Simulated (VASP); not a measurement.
# Ta in VASP: single point with PBEsol

Aim: the single point of Ta with PBEsol.

All numbers are computed with VASP 6.6.1; they aren't measurements. Logs are shortened: lines on timing, memory, paths and dates and some standing lists are left out, and cuts for length are marked.

## 1. The cell of the first run

The cell holds a slab with vacuum, 3 atoms: a = 3.282 Å, b = 3.282 Å, c = 19.282 Å, α = 90.00°, β = 90.00°, γ = 90.00°.

## 2. Single point, PBEsol

File POSCAR:

```
Ta
1.0
    3.2820482176      0.0000000000      0.0000000000
    0.0000000000      3.2820482176      0.0000000000
    0.0000000000      0.0000000000     19.2820000000
Ta
3
Direct
    0.0000000000      0.0000000000      0.4148934701
    0.5000000000      0.5000000000      0.5000000000
    0.0000000000      0.0000000000      0.5851065299
```

File INCAR.step1:

```
  PREC = Accurate
  ENCUT = 520
  EDIFF = 1E-7
  ISMEAR = -1
  SIGMA = 0.05
  LREAL = False
  LASPH = True
  NELM = 100
  ALGO = Normal
  ISIF = 2
  LWAVE = False
  LCHARG = True
  LMAXMIX = 4
  LDIPOL = True
  IDIPOL = 3
  DIPOL = 0.5 0.5 0.500
  GGA = PS
  NBANDS = 24
```

File KPOINTS.step1:

```
regular mesh
0
Gamma
  12 12 1
```

File INCAR.step2:

```
  PREC = Accurate
  ENCUT = 520
  EDIFF = 1E-7
  ISMEAR = -5
  SIGMA = 0.05
  LREAL = False
  LASPH = True
  NELM = 100
  ALGO = Normal
  ISIF = 2
  LWAVE = False
  LCHARG = False
  LMAXMIX = 4
  LDIPOL = True
  IDIPOL = 3
  DIPOL = 0.5 0.5 0.500
  GGA = PS
  LORBIT = 10
  NEDOS = 1001
  ICHARG = 11
```

File KPOINTS.step2:

```
regular mesh
0
Gamma
  18 18 1
```

Potentials or basis: VASP PAW PBE potentials, release 64 (Ta_pv).

Started as:

```console
$ cat potpaw_PBE.64/Ta_pv/POTCAR > POTCAR
$ cp INCAR.step1 INCAR
$ cp KPOINTS.step1 KPOINTS
$ mpirun -np 1 vasp_std > vasp.out
$ cp INCAR.step2 INCAR
$ cp KPOINTS.step2 KPOINTS
$ mpirun -np 1 vasp_std > vasp.out
```

OUTCAR:

```text
PREC = Accurate
   ENCUT = 520
   EDIFF = 1E-7
   ISMEAR = -5
   LREAL = False
   LASPH = True
   NELM = 100
   ISIF = 2
   GGA = PS
   LORBIT = 10
   ICHARG = 11

 ion  position               nearest neighbor table
   1  0.000  0.000  0.415-   2 2.84   2 2.84   2 2.84   2 2.84   3 3.28
   2  0.500  0.500  0.500-   1 2.84   3 2.84   1 2.84   3 2.84   1 2.84   3 2.84   1 2.84   3 2.84

   3  0.000  0.000  0.585-   2 2.84   2 2.84   2 2.84   2 2.84   1 3.28

  LATTYP: Found a simple tetragonal cell.
 ALAT       =     3.2820482176
 C/A-ratio  =     5.8749898605

  Lattice vectors:

 A1 = (   3.2820482176,   0.0000000000,   0.0000000000)
 A2 = (   0.0000000000,   3.2820482176,   0.0000000000)
 A3 = (   0.0000000000,   0.0000000000,  19.2820000000)

Analysis of symmetry for initial positions (statically):
=====================================================================
 Subroutine PRICEL returns:
 Original cell was already a primitive cell.

 Routine SETGRP: Setting up the symmetry group for a
 simple tetragonal supercell.

 Subroutine GETGRP returns: Found 16 space group operations
 (whereof 16 operations were pure point group operations)
 out of a pool of 16 trial point group operations.

The static configuration has the point symmetry D_4h.

Analysis of symmetry for dynamics (positions and initial velocities):
=====================================================================
 Subroutine PRICEL returns:
 Original cell was already a primitive cell.

 Routine SETGRP: Setting up the symmetry group for a
 simple tetragonal supercell.

 Subroutine GETGRP returns: Found 16 space group operations
 (whereof 16 operations were pure point group operations)
 out of a pool of 16 trial point group operations.

The dynamic configuration has the point symmetry D_4h.

 Subroutine INISYM returns: Found 16 space group operations
 (whereof 16 operations are pure point group operations),
 and found     1 'primitive' translations

----------------------------------------------------------------------------------------

                                     Primitive cell

  volume of cell :     207.7026

  direct lattice vectors                    reciprocal lattice vectors
     3.282048218  0.000000000  0.000000000     0.304687784  0.000000000  0.000000000
     0.000000000  3.282048218  0.000000000     0.000000000  0.304687784  0.000000000
     0.000000000  0.000000000 19.282000000     0.000000000  0.000000000  0.051861840

  length of vectors
     3.282048218  3.282048218 19.282000000     0.304687784  0.304687784  0.051861840

  position of ions in fractional coordinates (direct lattice)
     0.000000000  0.000000000  0.414893470
     0.500000000  0.500000000  0.500000000
     0.000000000  0.000000000  0.585106530

  ion indices of the primitive-cell ions
   primitive index   ion index
                 1           1
                 2           2
                 3           3

----------------------------------------------------------------------------------------

 KPOINTS: regular mesh

Automatic generation of k-mesh.
 Grid dimensions read from file:
 generate k-points for:   18   18    1

 Generating k-lattice:

  Cartesian coordinates                     Fractional coordinates (reciprocal lattice)
     0.016927099  0.000000000  0.000000000     0.055555556  0.000000000  0.000000000
     0.000000000  0.016927099  0.000000000     0.000000000  0.055555556  0.000000000
     0.000000000  0.000000000  0.051861840     0.000000000  0.000000000  1.000000000

  Length of vectors
     0.016927099  0.016927099  0.051861840

  Shift w.r.t. Gamma in fractional coordinates (k-lattice)
     0.000000000  0.000000000  0.000000000

 TETIRR: Found    495 inequivalent tetrahedra from     1944

 Subroutine IBZKPT returns following result:
 ===========================================

 Found     55 irreducible k-points:

 Following reciprocal coordinates:
            Coordinates               Weight
  0.000000  0.000000  0.000000      1.000000
  0.055556  0.000000  0.000000      4.000000
  0.111111  0.000000  0.000000      4.000000
  0.166667  0.000000  0.000000      4.000000
  0.222222  0.000000  0.000000      4.000000
  0.277778  0.000000  0.000000      4.000000
[... 16 lines left out ...]
  0.277778  0.111111  0.000000      8.000000
  0.333333  0.111111  0.000000      8.000000
 [... further k-points ...]
   k-points           NKPTS =     55   k-points in BZ     NKDIM =     55   number of bands    NBANDS=     20
   number of dos      NEDOS =   1001   number of ions     NIONS =      3
   total plane-waves  NPLWV =  82944
   dimension x,y,z NGX =    24 NGY =   24 NGZ =  144
   dimension x,y,z NGXF=    48 NGYF=   48 NGZF=  288
   ions per type =               3
   NGX,Y,Z   is equivalent  to a cutoff of  12.16, 12.16, 12.42 a.u.
   NGXF,Y,Z  is equivalent  to a cutoff of  24.31, 24.31, 24.83 a.u.
 SYSTEM =  unknown system
   PREC   = accura    normal or accurate (medium, high low for compatibility)
   ISTART =      0    job   : 0-new  1-cont  2-samecut
   ICHARG =     11    charge: 1-file 2-atom 10-const
   ISPIN  =      1    spin polarized calculation?
   LNONCOLLINEAR =      F non collinear calculations
   LSORBIT =      F    spin-orbit coupling
   LASPH  =      T    aspherical Exc in radial PAW
   ENCUT  =  520.0 eV  38.22 Ry    6.18 a.u.   6.10  6.10 35.85*2*pi/ulx,y,z
   NELM   =    100;   NELMIN=  2; NELMDL=  0     # of ELM steps
   EDIFF  = 0.1E-06   stopping-criterion for ELM
   LREAL  =      F    real-space projection
   EDIFFG = 0.1E-05   stopping-criterion for IOM
   NSW    =      0    number of steps for IOM
   IBRION =     -1    ionic relax: 0-MD 1-quasi-New 2-CG
   NFREE  =      0    steps in history (QN), initial steepest desc. (CG)
   ISIF   =      2    stress and relaxation
   ISYM   =      2    0-nonsym 1-usesym 2-fastsym
   POTIM  = 0.5000    time-step for ionic-motion
   TEBEG  =    0.0;   TEEND  =   0.0 temperature during run
   PSTRESS=    0.0 pullay stress
   NELECT =      33.0000    total number of electrons
   NUPDOWN=      -1.0000    fix difference up-down
   EMIN   =  10.00;   EMAX   =-10.00  energy-range for DOS
   EFERMI =   0.00;   METHOD = LEGACY
   ISMEAR =    -5;   SIGMA  =   0.05  broadening in eV -4-tet -1-fermi 0-gaus
   EFERMI_NEDOS =   21; number of points for ismear=-14 and -15
   IALGO  =     38    algorithm
   IMIX   =      4    mixing-type and parameters
     AMIX     =   0.40;   BMIX     =  1.00
     AMIX_MAG =   1.60;   BMIX_MAG =  1.00
  volume/ion in A,a.u.               =      69.23       467.22
  Fermi-wavevector in a.u.,A,eV,Ry     =   0.886677  1.675577 10.696849  0.786196
  Thomas-Fermi vector in A             =   2.007875
   LORBIT       =     10    0 simple, 1 ext, 2 COOP (PROOUT), +10 PAW based schemes
   GGA     = PS    functional components
   LHFCALC =     F    Hartree Fock is set to
   AEXX    =    0.0000 exact exchange contribution
   IVDW    =     0    specifies the selected vdW correction
   LEPSILON=     F    determine dielectric tensor
   LRPA    =     F    only Hartree local field effects (RPA)
 non-spin polarized calculation
 Fermi weights with tetrahedron method with Bloechl corrections
  energy-cutoff  :      520.00
  volume of cell :      207.70
 maximum number of plane-waves:      5664

 number of electron      33.0000014 magnetization

 dipolmoment           0.000000      0.000000      0.000000 electrons x Angstroem

 Free energy of the ion-electron system (eV)
  ---------------------------------------------------
  ext. energy  EPLUGINS =         0.00000000
  ---------------------------------------------------
  free energy    TOTEN  =       -33.45707555 eV

  energy without entropy =      -33.45707555  energy(sigma->0) =      -33.45707555

 E-fermi :  -1.1524     XC(G=0):  -4.5770

 val. band max:       -1.0931978123   @ k =   0.4444   0.1667   0.0000
 cond. band min:      -1.1388567038   @ k =   0.1111   0.0556   0.0000
 fundamental gap:     -0.0456588915
 Fermi energy:        -1.1524335843

 k-point     1 :       0.0000    0.0000    0.0000
  band No.  band energies     occupation
      1     -36.1393      2.00000
      2     -36.1155      2.00000
      3     -35.8920      2.00000
      4     -35.8920      2.00000
      5     -35.7904      2.00000
      6     -35.7904      2.00000
[... 12 lines left out ...]
     19      -0.2663      0.00000
     20      -0.0990      0.00000

 k-point     2 :       0.0556    0.0000    0.0000
  band No.  band energies     occupation
      1     -36.1443      2.00000
      2     -36.1139      2.00000
      3     -35.8940      2.00000
      4     -35.8889      2.00000
      5     -35.8017      2.00000
      6     -35.7898      2.00000
[... 12 lines left out ...]
     19      -0.5622      0.00000
     20      -0.1548      0.00000

 k-point     3 :       0.1111    0.0000    0.0000
  band No.  band energies     occupation
      1     -36.1583      2.00000
      2     -36.1096      2.00000
      3     -35.9003      2.00000
      4     -35.8801      2.00000
      5     -35.8334      2.00000
      6     -35.7881      2.00000
[... 12 lines left out ...]
     19      -0.7460      0.00000
     20      -0.1758      0.00000

 k-point     4 :       0.1667    0.0000    0.0000
  band No.  band energies     occupation
      1     -36.1789      2.00000
      2     -36.1035      2.00000
      3     -35.9116      2.00000
      4     -35.8788      2.00000
      5     -35.8664      2.00000
      6     -35.7855      2.00000
[... 12 lines left out ...]
     19      -0.5751      0.00000
     20      -0.0679      0.00000

 k-point     5 :       0.2222    0.0000    0.0000
  band No.  band energies     occupation
      1     -36.2028      2.00000
      2     -36.0981      2.00000
      3     -35.9294      2.00000
      4     -35.9279      2.00000
      5     -35.8491      2.00000
      6     -35.7823      2.00000
[... 12 lines left out ...]
     19      -0.3808      0.00000
     20       0.1421      0.00000

 k-point     6 :       0.2778    0.0000    0.0000
  band No.  band energies     occupation
      1     -36.2266      2.00000
      2     -36.0978      2.00000
      3     -35.9746      2.00000
      4     -35.9481      2.00000
      5     -35.8301      2.00000
      6     -35.7789      2.00000
[... 12 lines left out ...]
     19      -0.1967      0.00000
     20       0.3642      0.00000

 k-point     7 :       0.3333    0.0000    0.0000
  band No.  band energies     occupation
      1     -36.2476      2.00000
      2     -36.1090      2.00000
      3     -36.0033      2.00000
      4     -35.9699      2.00000
      5     -35.8117      2.00000
      6     -35.7758      2.00000
[... 12 lines left out ...]
     19      -0.0482      0.00000
     20       0.0817      0.00000
[... 277 lines left out ...]
 k-point    20 :       0.1111    0.1111    0.0000
  band No.  band energies     occupation
      1     -36.1685      2.00000
      2     -36.1031      2.00000
      3     -35.9232      2.00000
      4     -35.8660      2.00000
      5     -35.8454      2.00000
      6     -35.8125      2.00000
[... 12 lines left out ...]
     19      -0.7207      0.00000
     20      -0.6402      0.00000

 k-point    21 :       0.1667    0.1111    0.0000
  band No.  band energies     occupation
      1     -36.1815      2.00000
      2     -36.0964      2.00000
      3     -35.9382      2.00000
      4     -35.8807      2.00000
      5     -35.8601      2.00000
      6     -35.8158      2.00000
[... 12 lines left out ...]
     19      -0.8037      0.00000
     20      -0.5005      0.00000

 k-point    22 :       0.2222    0.1111    0.0000
  band No.  band energies     occupation
      1     -36.1990      2.00000
      2     -36.0897      2.00000
      3     -35.9539      2.00000
      4     -35.9270      2.00000
      5     -35.8548      2.00000
      6     -35.8128      2.00000
[... 12 lines left out ...]
     19      -0.6326      0.00000
     20      -0.3708      0.00000

 k-point    23 :       0.2778    0.1111    0.0000
  band No.  band energies     occupation
      1     -36.2184      2.00000
      2     -36.0872      2.00000
      3     -35.9714      2.00000
      4     -35.9707      2.00000
      5     -35.8485      2.00000
      6     -35.8082      2.00000
[... 12 lines left out ...]
     19      -0.4173      0.00000
     20      -0.4082      0.00000

 k-point    24 :       0.3333    0.1111    0.0000
  band No.  band energies     occupation
      1     -36.2368      2.00000
      2     -36.0949      2.00000
      3     -36.0000      2.00000
      4     -35.9904      2.00000
      5     -35.8405      2.00000
      6     -35.8033      2.00000
[... 12 lines left out ...]
     19      -0.4918      0.00000
     20      -0.2015      0.00000

 [... further k-points ...]

------------------------ aborting loop because EDIFF is reached ----------------------------------------

 vacuum level on the upper side and lower side of the slab       (xc-potential included)        -0.104        -0.104

  FORCE on cell =-STRESS in cart. coord.  units (eV):
  Direction    XX          YY          ZZ          XY          YZ          ZX
  --------------------------------------------------------------------------------------
  -------------------------------------------------------------------------------------
  Total       -7.1475539     -7.1475539     -6.7261813      0.0000000     -0.0000000      0.0000000
  in kB      -55.1348283    -55.1348283    -51.8844431      0.0000000     -0.0000000      0.0000000
  external PRESSURE =     -54.0513666 kB  Pullay stress =       0.0000000 kB

 VOLUME and BASIS-vectors are now :
 -----------------------------------------------------------------------------
  energy-cutoff  :      520.00
  volume of cell :      207.70
      direct lattice vectors                 reciprocal lattice vectors
     3.282048218  0.000000000  0.000000000     0.304687784  0.000000000  0.000000000
     0.000000000  3.282048218  0.000000000     0.000000000  0.304687784  0.000000000
     0.000000000  0.000000000 19.282000000     0.000000000  0.000000000  0.051861840

 POSITION                                       TOTAL-FORCE (eV/Angst)
 -----------------------------------------------------------------------------------
      0.00000      0.00000      7.99998         0.000000      0.000000      1.995411
      1.64102      1.64102      9.64100         0.000000     -0.000000     -0.000000
      0.00000      0.00000     11.28202        -0.000000      0.000000     -1.995411
 -----------------------------------------------------------------------------------
    total drift:                                0.000000     -0.000000     -0.000000

  FREE ENERGIE OF THE ION-ELECTRON SYSTEM (eV)
  ---------------------------------------------------
  free  energy   TOTEN  =       -33.4570755468 eV

  energy  without entropy=      -33.4570755468  energy(sigma->0) =      -33.45707555

 vacuum level on the upper side and lower side of the slab         2.643         2.643

 total charge

# of ion       s       p       d       tot
------------------------------------------
    1        0.364   6.069   2.278   8.711
    2        0.379   6.158   2.412   8.950
    3        0.364   6.069   2.278   8.711
--------------------------------------------------
tot          1.107  18.297   6.967  26.371
```

It took 6.7 min on 1 thread of Intel Xeon 8259CL, shared host; peak memory 0.37 GiB.

Results:

* Valence electrons inside the program's atomic spheres: Ta 8.71, 8.95 (each value once)

Levels at points of the mesh, in eV from the Fermi level:
| k point | band 14 | band 15 | band 16 | band 17 | band 18 | band 19 |
| --- | --- | --- | --- | --- | --- | --- |
| (0.00, 0.00, 0.00) | -1.54 | -0.36 | -0.07 | 0.25 | 0.25 | 0.89 |
| (0.50, 0.00, 0.00) | -1.21 | -1.08 | -1.02 | -0.59 | 0.90 | 1.13 |
| (0.50, 0.50, 0.00) | -1.82 | -1.29 | -1.29 | 1.45 | 1.45 | 2.08 |

Caveat: the PAW data sets were made with another functional, which shifts forces and pressure a little; spin-orbit coupling is left out, which moves the levels of the heavy elements; tetrahedron occupations give inexact forces and stress in metals.
